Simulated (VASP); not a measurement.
# AlSi8NO16 in VASP: a series of runs, part 2 of 2

VASP 6.6.1. The steps go on from the part before.

## Step 5: Single point, PBE

File INCAR:

```
PREC = Accurate ; ENCUT = 520
EDIFF = 1E-6 ; ISMEAR = -1
SIGMA = 0.05 ; LREAL = Auto
LASPH = T ; NELM = 120
ALGO = Normal ; ISIF = 2
LWAVE = F ; LCHARG = F
GGA = PE ; ISYM = -1
NBANDS = 87 ; GGA_COMPAT = F
```

File KPOINTS:

```
explicit points
1
Reciprocal
  0.25000000   0.25000000   0.25000000 1
```

File POSCAR:

```
AlSi8NO16
1.0
    7.6361610000     -0.1511100000     -0.0835260000
   -0.1511100000      7.3133010000     -0.0381800000
   -0.0835260000     -0.0381800000      6.8622450000
Al N Si O
1 1 8 16
Direct
    0.4369322375      0.6878254800      0.6788617105
    0.5304713634      0.4492264009      0.6860754192
    0.6418177290      0.6336691963      0.3189756352
    0.7584977619      0.3900593599      0.6094528468
    0.0326771561      0.6777340824      0.6780119741
    0.2548882019      0.6467749776      0.2171800425
    0.4148404302      0.9801202106      0.0632419786
    0.0718035754      1.0299031532      0.8764935044
    0.8858975547      0.0163911658      0.5049384413
    0.7823908734      0.9965908467      0.1813187694
    0.4545326915      0.5536746790      0.2095638668
    0.3121870464      0.8726440028      0.2365289032
    0.2202404672      0.6281519785      0.5903864767
    0.5947287504      0.0857604151      0.1237367139
    0.0509626470      0.0931147257      0.6534062579
    0.4538994996      0.8178299101      0.8962164941
    0.7681186113      0.4629586030      0.3790521374
    0.7391764015      0.7724613297      0.1604575502
    0.9257310668      0.4876521058      0.7271192111
    0.4222192423      0.3186164068      0.7155614611
    0.9220742407      0.0854001426      1.0241306964
    0.0705651583      0.8013102961      0.8747325478
    0.2569703646      0.1094105402     -0.0168564368
    0.5816863527      0.7539091207      0.5032137711
    0.7374830804      0.1636640825      0.6041024047
    0.9144989389      0.7914203761      0.5286928503
```

Started as:

```sh
> cat potpaw_PBE.64/Al/POTCAR potpaw_PBE.64/N/POTCAR potpaw_PBE.64/Si/POTCAR potpaw_PBE.64/O/POTCAR > POTCAR
> mpirun -np 1 vasp_std > vasp.out
```

Run time: 2.4 min. Hardware: 1 thread of Intel Xeon 8259CL, shared host; peak memory 0.42 GiB.

It converged, with:

* Free energy: -191.2952 eV
* Pressure: 0.9 GPa
* Largest force: 3.339 eV/Å

Forces on the atoms (eV/Å):
```
Al  -0.842  1.213  1.327
N   -0.107 -1.311  0.955
Si  -0.580  0.474 -1.665
Si  -0.338 -1.484 -1.104
Si   1.327 -0.270  0.488
Si   0.640 -0.113  0.069
Si  -1.519 -1.849 -2.328
Si   1.909 -0.538  1.455
Si  -0.634  0.809  0.902
Si   0.474 -0.273 -0.874
O    0.344 -0.247  0.611
O   -0.238 -0.656  0.874
O    0.652  0.381 -0.264
O    0.654  1.097  0.685
O    0.175  0.381 -0.958
O   -0.303  0.567 -0.378
O   -0.717  0.000  0.679
O    0.481 -0.091  0.428
O   -1.144 -0.731  0.317
O    0.891  0.515 -0.325
O   -1.191 -0.099  0.578
O   -0.369  0.495  0.090
O   -0.056  0.148 -0.842
O    0.234  0.283 -0.020
O    0.746  0.101 -0.269
O   -0.490  1.198 -0.431
```

Stress tensor (GPa, compression positive):
```
 1.03 -0.91  0.57
-0.91 -0.12 -2.20
 0.57 -2.20  1.71
```

Levels at points of the mesh, in eV from the Fermi level:
```tsv
k point	band 64	band 65	band 66	band 67	band 68	band 69	band 70	band 71	band 72	band 73
(0.25, 0.25, 0.25)	-1.73	-1.55	-1.43	-0.71	-0.11	0.11	3.47	3.93	4.43	4.78
```

Caveat: the standard files for N, O and F lose accuracy on very short bonds; the atoms stand as in a frame of molecular dynamics.

## Step 6: Single point, PBE

File INCAR:

```
SYSTEM = AlSi8NO16
PREC = Accurate ; ENCUT = 520
EDIFF = 1E-6 ; ISMEAR = -1
SIGMA = 0.05 ; LREAL = Auto
LASPH = .True. ; NELM = 120
ALGO = Normal ; ISIF = 2
LWAVE = .False. ; LCHARG = .True.
GGA = PE ; LELF = .True.
LVHAR = .True. ; NBANDS = 87
ISYM = -1 ; GGA_COMPAT = .False.
```

KPOINTS is that of step 5.

File POSCAR:

```
AlSi8NO16
1.0
    7.6361610000     -0.1511100000     -0.0835260000
   -0.1511100000      7.3133010000     -0.0381800000
   -0.0835260000     -0.0381800000      6.8622450000
Al N Si O
1 1 8 16
Direct
    0.4280774840      0.6799790093      0.6988837033
    0.5473270455      0.4333884137      0.7183166454
    0.6251358075      0.6402560273      0.3215236513
    0.7663214781      0.3918989119      0.5960939122
    0.0353965991      0.6843576278      0.6684008383
    0.2443245748      0.6271350032      0.2338962641
    0.4036527825      0.9740322365      0.0644305257
    0.0821298951      1.0267298278      0.8821798881
    0.9048939590      0.0382671025      0.4975985571
    0.7798466496      0.9882545197      0.1810146721
    0.4417184261      0.5507187406      0.2326570116
    0.2891720888      0.8586888138      0.2390771718
    0.2279314324      0.6395067133      0.5794753127
    0.5849221860      0.0847358953      0.1518993313
    0.0758288783      0.1038446526      0.6501754851
    0.4474298477      0.8435459507      0.8774049323
    0.7485602493      0.4617902806      0.3782708715
    0.7388900937      0.7612372458      0.1680573299
    0.9290003167      0.4906456548      0.7168968073
    0.4532004364      0.2901204806      0.7358115048
    0.9034720094      0.0706029368      0.9919296124
    0.0713098166      0.8009841699      0.8681431222
    0.2481531841      0.1113214814      0.0040092560
    0.5632881699      0.7448262206      0.5175450123
    0.7634362492      0.1708467271      0.5975560045
    0.9129563843      0.8104810643      0.5297050400
```

Potentials or basis: VASP PAW PBE potentials, release 64 (Al, N, Si, O).

Started as:

```sh
> cat potpaw_PBE.64/Al/POTCAR potpaw_PBE.64/N/POTCAR potpaw_PBE.64/Si/POTCAR potpaw_PBE.64/O/POTCAR > POTCAR
> mpirun -np 1 vasp_std > vasp.out
```

It took 2.1 min on 1 thread of Intel Xeon 8259CL, shared host; peak memory 0.41 GiB.

Results (log left out):

- Free energy: -191.3494 eV
- Pressure: 1.1 GPa
- Largest force: 2.541 eV/Å

Forces in eV/Å, atoms in the order of the input:
```
Al   0.739  0.199  0.355
N   -0.588 -0.512 -0.126
Si   0.284 -0.481  0.990
Si  -0.805 -0.854  1.353
Si   0.347 -0.142 -0.057
Si  -1.029  0.948  0.323
Si  -0.100 -1.042  0.747
Si  -0.978  0.311 -1.575
Si   0.979 -0.962  1.107
Si   0.493  1.016 -2.046
O    0.725 -1.018 -0.866
O    0.885 -0.246 -0.870
O   -1.293 -0.262 -0.089
O   -0.052 -0.817 -0.157
O    0.051 -0.431  0.187
O   -0.100  0.379  1.260
O   -0.517  0.965 -1.004
O    0.101  1.008 -0.173
O   -0.143  0.316 -0.051
O    0.603  1.011 -0.043
O   -1.625 -0.375  1.916
O    0.393 -0.055  0.421
O    0.621  0.737 -0.319
O    1.515  0.049 -1.104
O   -0.529  0.107 -0.048
O    0.023  0.150 -0.131
```

Stress tensor (GPa, compression positive):
```
 2.33 -1.41  1.82
-1.41  0.04 -0.24
 1.82 -0.24  0.89
```

Levels at points of the mesh, in eV from the Fermi level:
| k point | band 66 | band 67 | band 68 | band 69 | band 70 | band 71 |
| --- | --- | --- | --- | --- | --- | --- |
| (0.25, 0.25, 0.25) | -1.67 | -0.67 | -0.12 | 0.12 | 3.08 | 3.80 |

Caveat: the standard files for N, O and F lose accuracy on very short bonds; the atoms stand as in a frame of molecular dynamics.

## Step 7: Summary

| cell | smearing | pressure (GPa) | largest force (eV/Å) |
| --- | --- | --- | --- |
| as given, atomic positions A | fermi-dirac 0.1379 eV | -0.7 | 8.93 |
| as given, atomic positions B | fermi-dirac 0.1379 eV | -1.4 | 5.49 |
| as given, atomic positions C | fermi-dirac 0.05 eV | 1.1 | 2.79 |
| as given, atomic positions D | fermi-dirac 0.05 eV | 0.9 | 3.34 |
| as given, atomic positions E | fermi-dirac 0.05 eV | 1.1 | 2.54 |

Alike in all rows: task single point; level PBE; potentials or basis VASP PAW PBE potentials, release 64 (Al, N, Si, O); no spin polarisation; k mesh 1 × 1 × 1, shifted; cutoff (eV) 520.

Caveats: the atoms stand as in a frame of molecular dynamics; the standard files for N, O and F lose accuracy on very short bonds (at least some runs).

Total energies depend on the potentials used, so only differences within one code and one set of settings carry meaning.
